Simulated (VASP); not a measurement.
# AlNi (Cmmm) in VASP: notebook

The runs below take AlNi through single point, with PBEsol.

Program: VASP 6.6.1. These are calculated values, not measurements. Logs are shortened: lines on timing, memory, paths and dates and some standing lists are left out, and cuts for length are marked.

### Step 1. The cell of the first run

It takes space group Cmmm (No. 65, orthorhombic). The conventional cell has a = 3.877 Å, b = 3.906 Å, c = 3.099 Å, α = 90.00°, β = 90.00°, γ = 90.00°. Al (site symmetry mmm) has 8 Ni at 2.48 to 2.49 Å and 6 Al at 2.75 to 3.10 Å within 3.3 Å. Ni (site symmetry mmm) has 8 Al at 2.48 to 2.49 Å and 6 Ni at 2.75 to 3.10 Å within 3.3 Å.

### Step 2. Single point, PBEsol

INCAR reads:

```
SYSTEM = AlNi
ALGO     = Fast           ! electronic algorithm
EDIFF    = 1E-6           ! SCF threshold, eV
ENCUT    = 520            ! plane-wave cutoff, eV
GGA      = PS             ! functional
ISIF     = 2              ! what is computed and relaxed
ISMEAR   = -5             ! smearing method
LASPH    = .TRUE.         ! aspherical terms in the spheres
LCHARG   = .FALSE.        ! write CHGCAR
LREAL    = .FALSE.        ! projectors in reciprocal space
LWAVE    = .FALSE.        ! write WAVECAR
NBANDS   = 14             ! bands
NELM     = 60             ! most SCF steps
PREC     = Accurate       ! precision mode
SIGMA    = 0.1            ! smearing width, eV
```

KPOINTS reads:

```
k-points
0
G
  16 16 14
  0 0 0
```

POSCAR reads:

```
AlNi
1.0
    1.9386940000     -1.9531901500      0.0000000000
    1.9386940000      1.9531901500      0.0000000000
    0.0000000000      0.0000000000      3.0994300413
Al Ni
1 1
Direct
    0.0000000000      0.0000000000      0.0000000000
    0.5000000000      0.5000000000      0.5000000000
```

Potentials or basis: VASP PAW PBE potentials, release 64 (Al, Ni).

The run is started by

```
$ cat potpaw_PBE.64/Al/POTCAR potpaw_PBE.64/Ni/POTCAR > POTCAR
$ mpirun -np 1 vasp_std > vasp.out
```

OUTCAR:

```text
SYSTEM = AlNi
   EDIFF = 1E-6
   ENCUT = 520
   GGA = PS
   ISIF = 2
   ISMEAR = -5
   LASPH = .TRUE.
   LREAL = .FALSE.
   NELM = 60
   PREC = Accurate

 ion  position               nearest neighbor table
   1  0.000  0.000  0.000-   2 2.48   2 2.48   2 2.48   2 2.48   2 2.49   2 2.49   2 2.49   2 2.49

   2  0.500  0.500  0.500-   1 2.48   1 2.48   1 2.48   1 2.48   1 2.49   1 2.49   1 2.49   1 2.49

  LATTYP: Found a base centered orthorhombic cell.
 ALAT       =     3.8773880000
 B/A-ratio  =     1.0074772759
 C/A-ratio  =     0.7993603017

  Lattice vectors:

 A1 = (   1.9386940000,  -1.9531901500,   0.0000000000)
 A2 = (   1.9386940000,   1.9531901500,   0.0000000000)
 A3 = (   0.0000000000,   0.0000000000,   3.0994300413)

Analysis of symmetry for initial positions (statically):
=====================================================================
 Subroutine PRICEL returns:
 Original cell was already a primitive cell.

 Routine SETGRP: Setting up the symmetry group for a
 base centered orthorhombic supercell.

 Subroutine GETGRP returns: Found  8 space group operations
 (whereof  8 operations were pure point group operations)
 out of a pool of  8 trial point group operations.

The static configuration has the point symmetry D_2h.

Analysis of symmetry for dynamics (positions and initial velocities):
=====================================================================
 Subroutine PRICEL returns:
 Original cell was already a primitive cell.

 Routine SETGRP: Setting up the symmetry group for a
 base centered orthorhombic supercell.

 Subroutine GETGRP returns: Found  8 space group operations
 (whereof  8 operations were pure point group operations)
 out of a pool of  8 trial point group operations.

The dynamic configuration has the point symmetry D_2h.

 Subroutine INISYM returns: Found  8 space group operations
 (whereof  8 operations are pure point group operations),
 and found     1 'primitive' translations

----------------------------------------------------------------------------------------

                                     Primitive cell

  volume of cell :      23.4728

  direct lattice vectors                    reciprocal lattice vectors
     1.938694000 -1.953190150  0.000000000     0.257905580 -0.255991461  0.000000000
     1.938694000  1.953190150  0.000000000     0.257905580  0.255991461  0.000000000
     0.000000000  0.000000000  3.099430041     0.000000000  0.000000000  0.322639965

  length of vectors
     2.751996764  2.751996764  3.099430041     0.363382603  0.363382603  0.322639965

  position of ions in fractional coordinates (direct lattice)
     0.000000000  0.000000000  0.000000000
     0.500000000  0.500000000  0.500000000

  ion indices of the primitive-cell ions
   primitive index   ion index
                 1           1
                 2           2

----------------------------------------------------------------------------------------

 KPOINTS: k-points

Automatic generation of k-mesh.
 Grid dimensions read from file:
 generate k-points for:   16   16   14

 Generating k-lattice:

  Cartesian coordinates                     Fractional coordinates (reciprocal lattice)
     0.016119099 -0.015999466  0.000000000     0.062500000  0.000000000  0.000000000
     0.016119099  0.015999466  0.000000000     0.000000000  0.062500000  0.000000000
     0.000000000  0.000000000  0.023045712     0.000000000  0.000000000  0.071428571

  Length of vectors
     0.022711413  0.022711413  0.023045712

  Shift w.r.t. Gamma in fractional coordinates (k-lattice)
     0.000000000  0.000000000  0.000000000

 TETIRR: Found   5376 inequivalent tetrahedra from    21504

 Subroutine IBZKPT returns following result:
 ===========================================

 Found    584 irreducible k-points:

 Following reciprocal coordinates:
            Coordinates               Weight
  0.000000  0.000000  0.000000      1.000000
  0.062500  0.000000  0.000000      4.000000
  0.125000  0.000000  0.000000      4.000000
  0.187500  0.000000  0.000000      4.000000
  0.250000  0.000000  0.000000      4.000000
  0.312500 -0.000000  0.000000      4.000000
[... 16 lines left out ...]
 -0.125000  0.062500  0.000000      4.000000
 -0.062500  0.062500  0.000000      2.000000
 [... further k-points ...]
   k-points           NKPTS =    584   k-points in BZ     NKDIM =    584   number of bands    NBANDS=     14
   number of dos      NEDOS =    301   number of ions     NIONS =      2
   total plane-waves  NPLWV =   9600
   dimension x,y,z NGX =    20 NGY =   20 NGZ =   24
   dimension x,y,z NGXF=    40 NGYF=   40 NGZF=   48
   ions per type =               1   1
   NGX,Y,Z   is equivalent  to a cutoff of  12.08, 12.08, 12.87 a.u.
   NGXF,Y,Z  is equivalent  to a cutoff of  24.16, 24.16, 25.75 a.u.
 SYSTEM =  AlNi
   PREC   = accura    normal or accurate (medium, high low for compatibility)
   ISTART =      0    job   : 0-new  1-cont  2-samecut
   ICHARG =      2    charge: 1-file 2-atom 10-const
   ISPIN  =      1    spin polarized calculation?
   LNONCOLLINEAR =      F non collinear calculations
   LSORBIT =      F    spin-orbit coupling
   LASPH  =      T    aspherical Exc in radial PAW
   ENCUT  =  520.0 eV  38.22 Ry    6.18 a.u.   5.12  5.12  5.76*2*pi/ulx,y,z
   NELM   =     60;   NELMIN=  2; NELMDL= -5     # of ELM steps
   EDIFF  = 0.1E-05   stopping-criterion for ELM
   LREAL  =      F    real-space projection
   EDIFFG = 0.1E-04   stopping-criterion for IOM
   NSW    =      0    number of steps for IOM
   IBRION =     -1    ionic relax: 0-MD 1-quasi-New 2-CG
   NFREE  =      0    steps in history (QN), initial steepest desc. (CG)
   ISIF   =      2    stress and relaxation
   ISYM   =      2    0-nonsym 1-usesym 2-fastsym
   POTIM  = 0.5000    time-step for ionic-motion
   TEBEG  =    0.0;   TEEND  =   0.0 temperature during run
   PSTRESS=    0.0 pullay stress
   NELECT =      13.0000    total number of electrons
   NUPDOWN=      -1.0000    fix difference up-down
   EMIN   =  10.00;   EMAX   =-10.00  energy-range for DOS
   EFERMI =   0.00;   METHOD = LEGACY
   ISMEAR =    -5;   SIGMA  =   0.10  broadening in eV -4-tet -1-fermi 0-gaus
   EFERMI_NEDOS =   21; number of points for ismear=-14 and -15
   IALGO  =     68    algorithm
   IMIX   =      4    mixing-type and parameters
     AMIX     =   0.40;   BMIX     =  1.00
     AMIX_MAG =   1.60;   BMIX_MAG =  1.00
  volume/ion in A,a.u.               =      11.74        79.20
  Fermi-wavevector in a.u.,A,eV,Ry     =   1.344417  2.540580 24.591955  1.807458
  Thomas-Fermi vector in A             =   2.472413
   LORBIT       =      0    0 simple, 1 ext, 2 COOP (PROOUT), +10 PAW based schemes
   GGA     = PS    functional components
   LHFCALC =     F    Hartree Fock is set to
   AEXX    =    0.0000 exact exchange contribution
   IVDW    =     0    specifies the selected vdW correction
   LEPSILON=     F    determine dielectric tensor
   LRPA    =     F    only Hartree local field effects (RPA)
 non-spin polarized calculation
 RMM-DIIS sequential band-by-band and
 Fermi weights with tetrahedron method with Bloechl corrections
  energy-cutoff  :      520.00
  volume of cell :       23.47
 maximum number of plane-waves:       646
   NGX = 11   NGY = 11   NGZ = 11

 number of electron      13.0000022 magnetization

 Free energy of the ion-electron system (eV)
  ---------------------------------------------------
  ext. energy  EPLUGINS =         0.00000000
  ---------------------------------------------------
  free energy    TOTEN  =       -11.54258948 eV

  energy without entropy =      -11.54258948  energy(sigma->0) =      -11.54258948

 E-fermi :  10.1558     XC(G=0): -12.2568

 val. band max:       10.2511070572   @ k =   0.5000   0.3750   0.3571
 cond. band min:      10.0024729817   @ k =   0.5000   0.3125   0.3571
 fundamental gap:     -0.2486340755
 Fermi energy:        10.1558324199

 k-point     1 :       0.0000    0.0000    0.0000
  band No.  band energies     occupation
      1      -1.1364      2.00000
      2       6.7138      2.00000
      3       6.8556      2.00000
      4       8.4793      2.00000
      5       8.4996      2.00000
      6       8.7925      2.00000
      7      13.0815      0.00000
      8      17.1843      0.00000
      9      17.2285      0.00000
     10      17.3242      0.00000
     11      18.8097      0.00000
     12      24.7655      0.00000
     13      30.5549      0.00000
     14      30.5646      0.00000

 k-point     2 :       0.0625    0.0000    0.0000
  band No.  band energies     occupation
      1      -1.0576      2.00000
      2       6.7353      2.00000
      3       6.8634      2.00000
      4       8.4297      2.00000
      5       8.4957      2.00000
      6       8.7611      2.00000
      7      13.2047      0.00000
      8      16.0820      0.00000
      9      17.3025      0.00000
     10      17.4392      0.00000
     11      19.6454      0.00000
     12      25.1328      0.00000
     13      29.3943      0.00000
     14      30.5736      0.00000

 k-point     3 :       0.1250    0.0000    0.0000
  band No.  band energies     occupation
      1      -0.8223      2.00000
      2       6.7898      2.00000
      3       6.8810      2.00000
      4       8.2763      2.00000
      5       8.5078      2.00000
      6       8.6736      2.00000
      7      13.5551      0.00000
      8      14.4877      0.00000
      9      17.4953      0.00000
     10      17.5848      0.00000
     11      20.6716      0.00000
     12      26.2276      0.00000
     13      27.6539      0.00000
     14      30.5350      0.00000

 k-point     4 :       0.1875    0.0000    0.0000
  band No.  band energies     occupation
      1      -0.4332      2.00000
      2       6.8025      2.00000
      3       6.9311      2.00000
      4       8.0698      2.00000
      5       8.5274      2.00000
      6       8.5481      2.00000
      7      12.9452      0.00000
      8      14.0904      0.00000
      9      17.5776      0.00000
     10      18.0356      0.00000
     11      21.4296      0.00000
     12      25.9372      0.00000
     13      27.8819      0.00000
     14      28.9562      0.00000

 k-point     5 :       0.2500    0.0000    0.0000
  band No.  band energies     occupation
      1       0.1043      2.00000
      2       6.6496      2.00000
      3       7.0365      2.00000
      4       7.8540      2.00000
      5       8.4073      2.00000
      6       8.5509      2.00000
      7      11.6168      0.00000
      8      14.7702      0.00000
      9      17.6862      0.00000
     10      18.6361      0.00000
     11      22.0290      0.00000
[... 276 lines left out ...]
 k-point    22 :      -0.1875    0.0625    0.0000
  band No.  band energies     occupation
      1      -0.3596      2.00000
      2       6.8255      2.00000
      3       6.9485      2.00000
      4       8.0762      2.00000
      5       8.4795      2.00000
      6       8.5054      2.00000
      7      13.0070      0.00000
      8      14.1979      0.00000
      9      16.8116      0.00000
     10      18.1309      0.00000
     11      22.1928      0.00000
     12      26.0032      0.00000
     13      27.7313      0.00000
     14      28.2109      0.00000

 k-point    23 :      -0.1250    0.0625    0.0000
  band No.  band energies     occupation
      1      -0.7466      2.00000
      2       6.8092      2.00000
      3       6.8966      2.00000
      4       8.2796      2.00000
      5       8.4578      2.00000
      6       8.6349      2.00000
      7      13.6689      0.00000
      8      14.5269      0.00000
      9      16.4983      0.00000
     10      17.9153      0.00000
     11      21.3812      0.00000
     12      26.4090      0.00000
     13      27.7143      0.00000
     14      29.5838      0.00000

 k-point    24 :      -0.0625    0.0625    0.0000
  band No.  band energies     occupation
      1      -0.9802      2.00000
      2       6.7559      2.00000
      3       6.8740      2.00000
      4       8.4244      2.00000
      5       8.4496      2.00000
      6       8.7269      2.00000
      7      13.3244      0.00000
      8      15.9157      0.00000
      9      16.4442      0.00000
     10      17.7567      0.00000
     11      20.3285      0.00000
     12      25.4402      0.00000
     13      29.3235      0.00000
     14      29.5897      0.00000

 [... further k-points ...]

------------------------ aborting loop because EDIFF is reached ----------------------------------------

  FORCE on cell =-STRESS in cart. coord.  units (eV):
  Direction    XX          YY          ZZ          XY          YZ          ZX
  --------------------------------------------------------------------------------------
  -------------------------------------------------------------------------------------
  Total        0.5250018      0.3260388     -0.5563544      0.0000000      0.0000000      0.0000000
  in kB       35.8348613     22.2543137    -37.9748871      0.0000000      0.0000000      0.0000000
  external PRESSURE =       6.7047627 kB  Pullay stress =       0.0000000 kB

 VOLUME and BASIS-vectors are now :
 -----------------------------------------------------------------------------
  energy-cutoff  :      520.00
  volume of cell :       23.47
      direct lattice vectors                 reciprocal lattice vectors
     1.938694000 -1.953190150  0.000000000     0.257905580 -0.255991461  0.000000000
     1.938694000  1.953190150  0.000000000     0.257905580  0.255991461  0.000000000
     0.000000000  0.000000000  3.099430041     0.000000000  0.000000000  0.322639965

 POSITION                                       TOTAL-FORCE (eV/Angst)
 -----------------------------------------------------------------------------------
      0.00000      0.00000      0.00000         0.000000     -0.000000      0.000000
      1.93869      0.00000      1.54972        -0.000000      0.000000      0.000000
 -----------------------------------------------------------------------------------
    total drift:                                0.000000      0.000000      0.000000

  FREE ENERGIE OF THE ION-ELECTRON SYSTEM (eV)
  ---------------------------------------------------
  free  energy   TOTEN  =       -11.5425894787 eV

  energy  without entropy=      -11.5425894787  energy(sigma->0) =      -11.54258948
```

Wall time 2.3 min (1 thread of Intel Xeon Platinum 8259CL at 2.50GHz (Skylake/Cascade Lake), shared host); peak memory 0.31 GiB.

Results:

- Free energy: -11.5426 eV
- Pressure: 0.7 GPa
- Band gap on the k mesh: zero (an odd number of electrons rules out a gap without spin polarisation)

Stress tensor (GPa, compression positive):
```
 3.58  0.00  0.00
 0.00  2.23  0.00
 0.00  0.00 -3.80
```

Caveat: the stress differs along the axes, from -4 to 4 GPa; the PAW data sets were made with another functional, which shifts forces and pressure a little; tetrahedron occupations give inexact forces and stress in metals.

(Part 1 of 2 ends here.)

The gap in the log of VASP goes by the Fermi energy; the results here count the filled bands.